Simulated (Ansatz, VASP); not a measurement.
## Two plane-wave programs on InAs

```xyz
2
Lattice="0.0000 3.0582 3.0180 3.0582 0.0000 3.0180 3.0582 3.0582 0.0000" Properties=species:S:1:pos:R:3 pbc="T T T"
In    0.0000    0.0000    0.0000
As    1.5291    1.5291    1.5090
```

Alike in both runs: task single point; functional RPBE; k mesh 6 × 6 × 6; occupations fermi-dirac, width 0.02 eV; no spin polarisation.

|  | VASP | Ansatz |
| --- | --- | --- |
| version | VASP 6.6.1 | Ansatz 0.2.0 |
| potentials or method | VASP PAW PBE potentials, release 64 (In_d, As), cutoff 500 eV | plane waves, PAW |
| valence electrons in the cell | 18 | 28 |

|  | VASP | Ansatz | Ansatz less VASP |
| --- | --- | --- | --- |
| pressure (GPa) | 4.4 | 4.3 | -0.07 |
| traceless stress, the component that is largest in VASP (GPa) | 0.23 | 0.23 | +0.001 |

VASP's potentials were made for PBE, not for RPBE. VASP's potentials hold 18 valence electrons a cell and Ansatz's 28, so a difference there can come from the potentials and not from the codes. Ansatz's warnings: stress scf threshold loose.
